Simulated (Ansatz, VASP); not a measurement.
**Two plane-wave programs on HC18F**

```xyz
20
Lattice="7.3980 0.0000 0.0000 -3.6990 6.4069 0.0000 0.0000 0.0000 12.0000" Properties=species:S:1:pos:R:3 pbc="T T T"
C    -0.2144   -0.1222    0.9275
C     1.0206    0.5909    0.9265
C    -1.4349    2.0073    0.9371
C    -0.2128    2.7128    0.9334
C    -2.6794    4.1353    0.9274
C    -1.4338    4.8542    0.9270
C     2.2652   -0.1279    0.9269
C     3.4845    0.5761    0.9285
C     1.0217    1.9987    0.9282
C     2.2655    2.7184    0.9273
C    -0.2143    4.1514    0.9287
C     1.0205    4.8625    0.9280
C     4.7184   -0.1368    0.9291
C     5.9637    0.5804    0.9314
C     3.4839    2.0138    0.9284
C     4.7170    2.7276    0.9305
C     2.2653    4.1433    0.9276
C     3.4843    4.8472    0.9268
F     6.4195    2.1652    4.1588
H     6.3982    2.1723    3.2208
```

Alike in both runs: functional PBE; k mesh 2 × 2 × 1; occupations gaussian, width 0.02 eV; no spin polarisation.

Ansatz relaxed the structure, and its values are those at the end. VASP's run is a single point on that final structure, the one shown.

|  | VASP | Ansatz |
| --- | --- | --- |
| version | VASP 6.6.1 | Ansatz 0.2.0 |
| potentials or method | VASP PAW PBE potentials, release 64 (C, F, H), cutoff 520 eV | scalar-relativistic, plane waves, PAW |
| valence electrons in the cell | 80 | 80 |

|  | VASP | Ansatz | Ansatz less VASP |
| --- | --- | --- | --- |
| gap on the k mesh at the Fermi level (eV) | 0.19 | 0.19 | 0.000 |
| rms of the force components (eV/Å) | 0.052 | 0.007 | -0.0455 |

Ansatz's warnings: xc potential rough in thin density.

The k mesh is coarse, so the values compare programs but aren't converged.
